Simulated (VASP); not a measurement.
# Si in VASP: a series of runs

The runs below take Si through single point, with r2SCAN.

Everything below comes from runs of VASP 6.6.1. Logs are shortened: lines on timing, memory, paths and dates and some standing lists are left out, and cuts for length are marked.

## 1. The cell of the first run

The structure is hexagonal, space group P6_3/mmc (No. 194). The conventional cell has a = 3.813 Å, b = 3.813 Å, c = 6.310 Å, α = 90.00°, β = 90.00°, γ = 120.00°. Si (site symmetry 3m) has 4 Si at 2.34 to 2.36 Å within 3.1 Å.

This isn't the form of Si at room conditions, which is diamond.

## 2. Single point, r2SCAN (19.86 Å³/atom)

POSCAR

```
Si
1.0
    3.8128813411      0.0000000000      0.0000000000
   -1.9064406705      3.3020521030      0.0000000000
    0.0000000000      0.0000000000      6.3098786945
Si
4
Direct
    0.3333333333      0.6666666667      0.0630599765
    0.6666666667      0.3333333333      0.5630599765
    0.3333333333      0.6666666667      0.4369400235
    0.6666666667      0.3333333333      0.9369400235
```

INCAR.step1

```
SYSTEM = Si
PREC     = Accurate       ! precision mode
ENCUT    = 520            ! plane-wave cutoff, eV
ISMEAR   = 0              ! smearing method
SIGMA    = 0.01           ! smearing width, eV
LREAL    = .False.        ! projectors in reciprocal space
LASPH    = .True.         ! aspherical terms in the spheres
NELM     = 100            ! most SCF steps
NBANDS   = 16             ! bands
GGA      = PE             ! functional
ALGO     = Normal         ! electronic algorithm
EDIFF    = 1E-4           ! SCF threshold, eV
LWAVE    = .True.         ! write WAVECAR
LCHARG   = .False.        ! write CHGCAR
```

INCAR.step2

```
SYSTEM = Si
PREC     = Accurate       ! precision mode
ENCUT    = 520            ! plane-wave cutoff, eV
EDIFF    = 1E-6           ! SCF threshold, eV
ISMEAR   = 0              ! smearing method
SIGMA    = 0.01           ! smearing width, eV
LREAL    = .False.        ! projectors in reciprocal space
LASPH    = .True.         ! aspherical terms in the spheres
NELM     = 100            ! most SCF steps
ALGO     = Normal         ! electronic algorithm
ISIF     = 2              ! what is computed and relaxed
LWAVE    = .False.        ! write WAVECAR
LCHARG   = .False.        ! write CHGCAR
METAGGA  = R2SCAN         ! meta-GGA
LMIXTAU  = .True.       
NBANDS   = 16             ! bands
ISTART   = 1
```

KPOINTS

```
Automatic mesh
0
Gamma
  6 6 4
  0 0 0
```

Potentials or basis: VASP PAW PBE potentials, release 64 (Si).

Command:

```sh
$ cat potpaw_PBE.64/Si/POTCAR > POTCAR
$ cp INCAR.step1 INCAR
$ mpirun -np 1 vasp_std > vasp.out
$ cp INCAR.step2 INCAR
$ mpirun -np 1 vasp_std > vasp.out
```

OUTCAR:

```text
SYSTEM = Si
   PREC = Accurate
   ENCUT = 520
   EDIFF = 1E-6
   ISMEAR = 0
   LREAL = .False.
   LASPH = .True.
   NELM = 100
   ISIF = 2
   METAGGA = R2SCAN
   ISTART = 1

 ion  position               nearest neighbor table
   1  0.333  0.667  0.063-   4 2.34   4 2.34   4 2.34   3 2.36
   2  0.667  0.333  0.563-   3 2.34   3 2.34   3 2.34   4 2.36
   3  0.333  0.667  0.437-   2 2.34   2 2.34   2 2.34   1 2.36
   4  0.667  0.333  0.937-   1 2.34   1 2.34   1 2.34   2 2.36

  LATTYP: Found a hexagonal cell.
 ALAT       =     3.8128813411
 C/A-ratio  =     1.6548846214

  Lattice vectors:

 A1 = (   3.8128813411,   0.0000000000,   0.0000000000)
 A2 = (  -1.9064406705,   3.3020521030,   0.0000000000)
 A3 = (   0.0000000000,   0.0000000000,   6.3098786945)

Analysis of symmetry for initial positions (statically):
=====================================================================
 Subroutine PRICEL returns:
 Original cell was already a primitive cell.

 Routine SETGRP: Setting up the symmetry group for a
 hexagonal supercell.

 Subroutine GETGRP returns: Found 24 space group operations
 (whereof 12 operations were pure point group operations)
 out of a pool of 24 trial point group operations.

The static configuration has the point symmetry D_3d.
 The point group associated with its full space group is D_6h.

Analysis of symmetry for dynamics (positions and initial velocities):
=====================================================================
 Subroutine PRICEL returns:
 Original cell was already a primitive cell.

 Routine SETGRP: Setting up the symmetry group for a
 hexagonal supercell.

 Subroutine GETGRP returns: Found 24 space group operations
 (whereof 12 operations were pure point group operations)
 out of a pool of 24 trial point group operations.

The dynamic configuration has the point symmetry D_3d.
 The point group associated with its full space group is D_6h.

 Subroutine INISYM returns: Found 24 space group operations
 (whereof 12 operations are pure point group operations),
 and found     1 'primitive' translations

----------------------------------------------------------------------------------------

                                     Primitive cell

  volume of cell :      79.4435

  direct lattice vectors                    reciprocal lattice vectors
     3.812881341  0.000000000  0.000000000     0.262268849  0.151420990  0.000000000
    -1.906440671  3.302052103  0.000000000     0.000000000  0.302841981  0.000000000
     0.000000000  0.000000000  6.309878695     0.000000000  0.000000000  0.158481652

  length of vectors
     3.812881341  3.812881341  6.309878695     0.302841981  0.302841981  0.158481652

  position of ions in fractional coordinates (direct lattice)
     0.333333333  0.666666667  0.063059976
     0.666666667  0.333333333  0.563059977
     0.333333333  0.666666667  0.436940024
     0.666666667  0.333333333  0.936940024

  ion indices of the primitive-cell ions
   primitive index   ion index
                 1           1
                 2           2
                 3           3
                 4           4

----------------------------------------------------------------------------------------

 KPOINTS: Automatic mesh

Automatic generation of k-mesh.
 Grid dimensions read from file:
 generate k-points for:    6    6    4

 Generating k-lattice:

  Cartesian coordinates                     Fractional coordinates (reciprocal lattice)
     0.043711475  0.025236832  0.000000000     0.166666667  0.000000000  0.000000000
     0.000000000  0.050473663  0.000000000     0.000000000  0.166666667  0.000000000
     0.000000000  0.000000000  0.039620413     0.000000000  0.000000000  0.250000000

  Length of vectors
     0.050473663  0.050473663  0.039620413

  Shift w.r.t. Gamma in fractional coordinates (k-lattice)
     0.000000000  0.000000000  0.000000000

 Subroutine IBZKPT returns following result:
 ===========================================

 Found     21 irreducible k-points:

 Following reciprocal coordinates:
            Coordinates               Weight
  0.000000  0.000000  0.000000      1.000000
  0.166667  0.000000  0.000000      6.000000
  0.333333  0.000000  0.000000      6.000000
  0.500000 -0.000000  0.000000      3.000000
  0.166667  0.166667  0.000000      6.000000
  0.333333  0.166667  0.000000     12.000000
[... 13 lines left out ...]
  0.333333  0.166667  0.500000     12.000000
  0.333333  0.333333  0.500000      2.000000
   k-points           NKPTS =     21   k-points in BZ     NKDIM =     21   number of bands    NBANDS=     16
   number of dos      NEDOS =    301   number of ions     NIONS =      4
   total plane-waves  NPLWV =  37632
   dimension x,y,z NGX =    28 NGY =   28 NGZ =   48
   dimension x,y,z NGXF=    56 NGYF=   56 NGZF=   96
   ions per type =               4
   NGX,Y,Z   is equivalent  to a cutoff of  12.21, 12.21, 12.65 a.u.
   NGXF,Y,Z  is equivalent  to a cutoff of  24.42, 24.42, 25.29 a.u.
 SYSTEM =  Si
   PREC   = accura    normal or accurate (medium, high low for compatibility)
   ISTART =      1    job   : 0-new  1-cont  2-samecut
   ICHARG =      0    charge: 1-file 2-atom 10-const
   ISPIN  =      1    spin polarized calculation?
   LNONCOLLINEAR =      F non collinear calculations
   LSORBIT =      F    spin-orbit coupling
   LASPH  =      T    aspherical Exc in radial PAW
   ENCUT  =  520.0 eV  38.22 Ry    6.18 a.u.   7.09  7.09 11.73*2*pi/ulx,y,z
   NELM   =    100;   NELMIN=  2; NELMDL=  0     # of ELM steps
   EDIFF  = 0.1E-05   stopping-criterion for ELM
   LREAL  =      F    real-space projection
   EDIFFG = 0.1E-04   stopping-criterion for IOM
   NSW    =      0    number of steps for IOM
   IBRION =     -1    ionic relax: 0-MD 1-quasi-New 2-CG
   NFREE  =      0    steps in history (QN), initial steepest desc. (CG)
   ISIF   =      2    stress and relaxation
   ISYM   =      2    0-nonsym 1-usesym 2-fastsym
   POTIM  = 0.5000    time-step for ionic-motion
   TEBEG  =    0.0;   TEEND  =   0.0 temperature during run
   PSTRESS=    0.0 pullay stress
   NELECT =      16.0000    total number of electrons
   NUPDOWN=      -1.0000    fix difference up-down
   EMIN   =  10.00;   EMAX   =-10.00  energy-range for DOS
   EFERMI =   0.00;   METHOD = LEGACY
   ISMEAR =     0;   SIGMA  =   0.01  broadening in eV -4-tet -1-fermi 0-gaus
   EFERMI_NEDOS =   21; number of points for ismear=-14 and -15
   IALGO  =     38    algorithm
   IMIX   =      4    mixing-type and parameters
     AMIX     =   0.40;   BMIX     =  1.00
     AMIX_MAG =   1.60;   BMIX_MAG =  1.00
  volume/ion in A,a.u.               =      19.86       134.03
  Fermi-wavevector in a.u.,A,eV,Ry     =   0.959611  1.813403 12.528981  0.920854
  Thomas-Fermi vector in A             =   2.088823
   LORBIT       =      0    0 simple, 1 ext, 2 COOP (PROOUT), +10 PAW based schemes
   METAGGA = R2SCAN    functional components
   LHFCALC =     F    Hartree Fock is set to
   AEXX    =    0.0000 exact exchange contribution
   IVDW    =     0    specifies the selected vdW correction
   LEPSILON=     F    determine dielectric tensor
   LRPA    =     F    only Hartree local field effects (RPA)
 non-spin polarized calculation
 Gauss-broadening in eV      SIGMA  =   0.01
  energy-cutoff  :      520.00
  volume of cell :       79.44
 maximum number of plane-waves:      2156
   NGX = 15   NGY = 15   NGZ = 23

 number of electron      15.9999999 magnetization

 Free energy of the ion-electron system (eV)
  ---------------------------------------------------
  ext. energy  EPLUGINS =         0.00000000
  ---------------------------------------------------
  free energy    TOTEN  =       -35.02083299 eV

  energy without entropy =      -35.02083299  energy(sigma->0) =      -35.02083299

 E-fermi :   6.1507     XC(G=0):  -9.8810

 val. band max:        6.1017339297   @ k =   0.0000   0.0000   0.0000
 cond. band min:       6.6919764284   @ k =   0.5000  -0.0000   0.0000
 fundamental gap:      0.5902424987
 Fermi energy:         6.1506573695

 k-point     1 :       0.0000    0.0000    0.0000
  band No.  band energies     occupation
      1      -6.7741      2.00000
      2      -4.3445      2.00000
      3      -1.5021      2.00000
      4       4.4742      2.00000
      5       4.4742      2.00000
      6       5.7150      2.00000
[... 8 lines left out ...]
     15      10.5637      0.00000
     16      12.3611      0.00000

 k-point     2 :       0.1667    0.0000    0.0000
  band No.  band energies     occupation
      1      -6.4315      2.00000
      2      -3.9936      2.00000
      3      -1.3403      2.00000
      4       2.5399      2.00000
      5       3.8915      2.00000
      6       4.2112      2.00000
[... 8 lines left out ...]
     15      11.7842      0.00000
     16      12.0955      0.00000

 k-point     3 :       0.3333    0.0000    0.0000
  band No.  band energies     occupation
      1      -5.4535      2.00000
      2      -2.9820      2.00000
      3      -1.6155      2.00000
      4       0.9115      2.00000
      5       1.5197      2.00000
      6       3.1253      2.00000
[... 8 lines left out ...]
     15      13.6629      0.00000
     16      13.6954      0.00000

 k-point     4 :       0.5000   -0.0000    0.0000
  band No.  band energies     occupation
      1      -4.4422      2.00000
      2      -2.7741      2.00000
      3      -1.8982      2.00000
      4      -0.1698      2.00000
      5       1.1643      2.00000
      6       2.8344      2.00000
[... 8 lines left out ...]
     15      13.0092      0.00000
     16      14.9064      0.00000

 k-point     5 :       0.1667    0.1667    0.0000
  band No.  band energies     occupation
      1      -5.7657      2.00000
      2      -3.3072      2.00000
      3      -1.3303      2.00000
      4       1.3334      2.00000
      5       2.4345      2.00000
      6       2.5198      2.00000
[... 8 lines left out ...]
     15      11.5331      0.00000
     16      13.0542      0.00000

 k-point     6 :       0.3333    0.1667    0.0000
  band No.  band energies     occupation
      1      -4.5792      2.00000
      2      -2.3911      2.00000
      3      -2.0591      2.00000
      4       0.3658      2.00000
      5       1.1351      2.00000
      6       1.8032      2.00000
[... 8 lines left out ...]
     15      13.0744      0.00000
     16      13.0775      0.00000
[... 210 lines left out ...]
 k-point    18 :       0.5000   -0.0000    0.5000
  band No.  band energies     occupation
      1      -3.7013      2.00000
      2      -3.7013      2.00000
      3      -1.5297      2.00000
      4      -1.5297      2.00000
      5       3.4870      2.00000
      6       3.4870      2.00000
[... 8 lines left out ...]
     15      14.7148      0.00000
     16      14.7148      0.00000

 k-point    19 :       0.1667    0.1667    0.5000
  band No.  band energies     occupation
      1      -4.9405      2.00000
      2      -4.9405      2.00000
      3       0.6515      2.00000
      4       0.6515      2.00000
      5       3.1275      2.00000
      6       3.1275      2.00000
[... 8 lines left out ...]
     15      12.1010      0.00000
     16      12.1010      0.00000

 k-point    20 :       0.3333    0.1667    0.5000
  band No.  band energies     occupation
      1      -3.8127      2.00000
      2      -3.8127      2.00000
      3      -1.0877      2.00000
      4      -1.0877      2.00000
      5       2.2869      2.00000
      6       2.2869      2.00000
[... 8 lines left out ...]
     15      13.3984      0.00000
     16      13.3984      0.00000

 k-point    21 :       0.3333    0.3333    0.5000
  band No.  band energies     occupation
      1      -3.0995      2.00000
      2      -3.0995      2.00000
      3      -1.6869      2.00000
      4      -1.6869      2.00000
      5       1.3479      2.00000
      6       1.3479      2.00000
[... 8 lines left out ...]
     15      12.8024      0.00000
     16      12.8024      0.00000

------------------------ aborting loop because EDIFF is reached ----------------------------------------

  FORCE on cell =-STRESS in cart. coord.  units (eV):
  Direction    XX          YY          ZZ          XY          YZ          ZX
  --------------------------------------------------------------------------------------
  -------------------------------------------------------------------------------------
  Total        0.6984856      0.6984856      0.5756893      0.0000000      0.0000000      0.0000000
  in kB       14.0867180     14.0867180     11.6102214      0.0000000      0.0000000      0.0000000
  external PRESSURE =      13.2612192 kB  Pullay stress =       0.0000000 kB

 VOLUME and BASIS-vectors are now :
 -----------------------------------------------------------------------------
  energy-cutoff  :      520.00
  volume of cell :       79.44
      direct lattice vectors                 reciprocal lattice vectors
     3.812881341  0.000000000  0.000000000     0.262268849  0.151420990  0.000000000
    -1.906440671  3.302052103  0.000000000     0.000000000  0.302841981  0.000000000
     0.000000000  0.000000000  6.309878695     0.000000000  0.000000000  0.158481652

 POSITION                                       TOTAL-FORCE (eV/Angst)
 -----------------------------------------------------------------------------------
     -0.00000      2.20137      0.39790        -0.000000     -0.000000     -0.001677
      1.90644      1.10068      3.55284        -0.000000      0.000000     -0.001677
     -0.00000      2.20137      2.75704         0.000000     -0.000000      0.001677
      1.90644      1.10068      5.91198         0.000000      0.000000      0.001677
 -----------------------------------------------------------------------------------
    total drift:                               -0.000000      0.000000     -0.000000

  FREE ENERGIE OF THE ION-ELECTRON SYSTEM (eV)
  ---------------------------------------------------
  free  energy   TOTEN  =       -35.0208329949 eV

  energy  without entropy=      -35.0208329949  energy(sigma->0) =      -35.02083299
```

Run time: 81 s. Hardware: 1 thread of Intel Xeon Platinum 8488C (Sapphire Rapids), shared host; peak memory 0.18 GiB.

What came out:

```
Free energy            : -35.0208 eV
Pressure               : 1.3 GPa
Band gap on the k mesh : 0.59 eV (least direct gap 1.42 eV)
```

Caveat: the PAW data sets were made with another functional, which shifts forces and pressure a little. A k mesh can miss the band edges.

## 3. Single point, r2SCAN

POSCAR

```
Si
1.0
    3.8128813411      0.0000000000      0.0000000000
   -1.9064406705      3.3020521030      0.0000000000
    0.0000000000      0.0000000000      6.3098786945
Si
4
Direct
    0.3333333333      0.6666666667      0.0630599541
    0.6666666667      0.3333333333      0.5630599541
    0.3333333333      0.6666666667      0.4369400459
    0.6666666667      0.3333333333      0.9369400459
```

INCAR.step1

```
SYSTEM = Si
  PREC = Accurate
  ENCUT = 520
  ISMEAR = -4
  SIGMA = 0.1
  LREAL = .False.
  LASPH = .True.
  NELM = 100
  NBANDS = 16
  GGA = PE
  ALGO = Normal
  EDIFF = 1E-4
  LWAVE = .True.
  LCHARG = .False.
```

INCAR.step2

```
SYSTEM = Si
  PREC = Accurate
  ENCUT = 520
  EDIFF = 1E-6
  ISMEAR = -4
  SIGMA = 0.1
  LREAL = .False.
  LASPH = .True.
  NELM = 100
  ALGO = Normal
  ISIF = 2
  LWAVE = .False.
  LCHARG = .False.
  METAGGA = R2SCAN
  LMIXTAU = .True.
  NBANDS = 16
  ISTART = 1
```

KPOINTS

```
regular mesh
0
Gamma
  6 6 4
  0 0 0
```

Potentials or basis: VASP PAW PBE potentials, release 64 (Si).

Command:

```sh
$ cat potpaw_PBE.64/Si/POTCAR > POTCAR
$ cp INCAR.step1 INCAR
$ mpirun -np 1 vasp_std > vasp.out
$ cp INCAR.step2 INCAR
$ mpirun -np 1 vasp_std > vasp.out
```

It took 70 s on 1 thread of Intel Xeon Platinum 8488C (Sapphire Rapids), shared host; peak memory 0.19 GiB.

It converged, with:

```yaml
Free_energy: -35.0208 eV
Pressure: 1.3 GPa
Band_gap_on_the_k_mesh: 0.59 eV (least direct gap 1.42 eV)
```

Stress tensor (GPa, compression positive):
```
1.41 0.00 0.00
0.00 1.41 0.00
0.00 0.00 1.16
```

Levels at points of the mesh, in eV from the valence-band top:
| k point | band 6 | band 7 | band 8 | band 9 | band 10 | band 11 |
| --- | --- | --- | --- | --- | --- | --- |
| (0.00, 0.00, 0.00) | -0.39 | 0.00 | 0.00 | 1.42 | 2.16 | 2.16 |
| (0.50, 0.00, 0.00) | -3.27 | -3.16 | -1.55 | 0.59 | 2.67 | 3.22 |
| (0.00, 0.00, 0.50) | -0.99 | -0.99 | -0.99 | 2.20 | 2.20 | 3.20 |
| (0.50, 0.00, 0.50) | -2.61 | -2.59 | -2.59 | 1.15 | 1.15 | 1.87 |

Caveat: the PAW data sets were made with another functional, which shifts forces and pressure a little.

## 4. Single point, r2SCAN

POSCAR

```
Si
1.0
    3.8128813411      0.0000000000      0.0000000000
   -1.9064406705      3.3020521030      0.0000000000
    0.0000000000      0.0000000000      6.3098786945
Si
4
Direct
    0.3338012846      0.6675914031      0.0635832765
    0.6672132312      0.3345247438      0.5635826795
    0.3338826225      0.6678582215      0.4374771312
    0.6671298816      0.3342489209      0.9374560999
```

INCAR.step1

```
ALGO = Normal ; EDIFF = 1E-4
ENCUT = 520 ; GGA = PE
ISMEAR = 0 ; ISYM = 0
LASPH = T ; LCHARG = F
LREAL = F ; LWAVE = T
NBANDS = 16 ; NELM = 80
PREC = Accurate ; SIGMA = 0.01
```

INCAR.step2

```
ALGO = Normal ; EDIFF = 1E-6
ENCUT = 520 ; ISIF = 2
ISMEAR = 0 ; ISTART = 1
ISYM = 0 ; LASPH = T
LCHARG = F ; LMIXTAU = T
LREAL = F ; LWAVE = F
METAGGA = R2SCAN ; NBANDS = 16
NELM = 80 ; PREC = Accurate
SIGMA = 0.01
```

KPOINTS

```
k-points
0
Gamma
  6 6 4
```

Command:

```sh
$ cat potpaw_PBE.64/Si/POTCAR > POTCAR
$ cp INCAR.step1 INCAR
$ mpirun -np 1 vasp_std > vasp.out
$ cp INCAR.step2 INCAR
$ mpirun -np 1 vasp_std > vasp.out
```

Run time: 3.7 min. Hardware: 1 thread of Intel Xeon Platinum 8488C (Sapphire Rapids), shared host; peak memory 0.22 GiB.

The run converged. Its results:

```yaml
Free_energy: -35.0208 eV
Pressure: 1.3 GPa
Band_gap_on_the_k_mesh: 0.59 eV (least direct gap 1.42 eV)
```

Forces on the atoms (eV/Å):
```
Si   0.000  0.000 -0.001
Si   0.000 -0.001 -0.001
Si   0.000 -0.001  0.000
Si   0.000  0.001  0.002
```

Stress tensor (GPa, compression positive):
```
1.41 0.00 0.00
0.00 1.41 0.00
0.00 0.00 1.16
```

Levels at points of the mesh, in eV from the valence-band top:
| k point | band 6 | band 7 | band 8 | band 9 | band 10 | band 11 |
| --- | --- | --- | --- | --- | --- | --- |
| (0.00, 0.00, 0.00) | -0.39 | 0.00 | 0.00 | 1.42 | 2.16 | 2.16 |
| (0.50, 0.00, 0.00) | -3.27 | -3.16 | -1.55 | 0.59 | 2.67 | 3.22 |
| (0.00, 0.50, 0.00) | -3.27 | -3.16 | -1.55 | 0.59 | 2.67 | 3.22 |
| (0.50, 0.50, 0.00) | -3.27 | -3.16 | -1.55 | 0.59 | 2.67 | 3.22 |
| (0.00, 0.00, 0.50) | -0.99 | -0.99 | -0.99 | 2.20 | 2.20 | 3.20 |
| (0.50, 0.00, 0.50) | -2.61 | -2.59 | -2.59 | 1.15 | 1.15 | 1.87 |
| (0.00, 0.50, 0.50) | -2.61 | -2.59 | -2.59 | 1.15 | 1.15 | 1.87 |
| (0.50, 0.50, 0.50) | -2.61 | -2.59 | -2.59 | 1.15 | 1.15 | 1.87 |

Caveat: the PAW data sets were made with another functional, which shifts forces and pressure a little. A k mesh can miss the band edges.
